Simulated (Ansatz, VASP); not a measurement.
**BP in VASP and in Ansatz**

The input POSCAR:

```
BP
1.0
    0.0000000000      2.3597600000      2.2690000000
    2.3597600000      0.0000000000      2.2690000000
    2.3597600000      2.3597600000      0.0000000000
B P
1 1
Direct
    0.0000000000      0.0000000000      0.0000000000
    0.7500000000      0.7500000000      0.7500000000
```

File INCAR.step1:

```
  PREC = Accurate
  ENCUT = 520
  ISMEAR = 0
  SIGMA = 0.05
  LREAL = F
  LASPH = T
  NELM = 60
  NBANDS = 11
  GGA = PE
  ALGO = Normal
  EDIFF = 1E-4
  LWAVE = T
  LCHARG = F
```

The input INCAR.step2:

```
  PREC = Accurate
  ENCUT = 520
  EDIFF = 1E-6
  ISMEAR = 0
  SIGMA = 0.05
  LREAL = F
  LASPH = T
  NELM = 60
  ALGO = Normal
  ISIF = 2
  LWAVE = F
  LCHARG = T
  METAGGA = R2SCAN
  LMIXTAU = T
  LELF = T
  LVHAR = T
  NBANDS = 11
  ISTART = 1
```

The input KPOINTS:

```
regular mesh
0
Gamma
  10 10 10
```

Input for Ansatz:

```yaml
crystal:
  lattice:
    - [0.0, 2.35976, 2.269]
    - [2.35976, 0.0, 2.269]
    - [2.35976, 2.35976, 0.0]
  atoms:
    - { symbol: B, position: [0.0, 0.0, 0.0] }
    - { symbol: P, position: [0.75, 0.75, 0.75] }
basis:
  ecutwfc: 500
kpoints:
  mp_grid: { grid: [10, 10, 10] }
hamiltonian:
  xc: r2scan
scf:
  occupations: { method: gaussian, width: 0.05 }
output:
  forces: true
  stress: true
  eigenvalues: true
  write_density: true
  write_potential: true
  elf: true
  volumetric_format: npy
```

Change from the starting cell: strain +0.040 along x and y, +0.000 along z, atoms carried along.

Alike in both runs: task single point; functional r2SCAN; k mesh 10 × 10 × 10; occupations gaussian, width 0.05 eV; no spin polarisation.

```csv
,VASP,Ansatz
version,VASP 6.6.1,Ansatz 0.2.0
potentials or method,"VASP PAW PBE potentials, release 64 (B, P), cutoff 520 eV","scalar-relativistic, plane waves, PAW"
valence electrons in the cell,8,8
```

```tsv
	VASP	Ansatz	Ansatz less VASP
gap on the k mesh at the Fermi level (eV)	0.95	0.93	-0.028
least direct gap on the mesh (eV)	3.13	3.09	-0.038
pressure (GPa)	-12.0	-11.6	+0.43
traceless stress, the component that is largest in VASP (GPa)	6.66	6.62	-0.030
```

VASP's potentials were made for PBE, not for r2SCAN. The functional is the same, so the differences come from potentials, cutoffs and numerics.
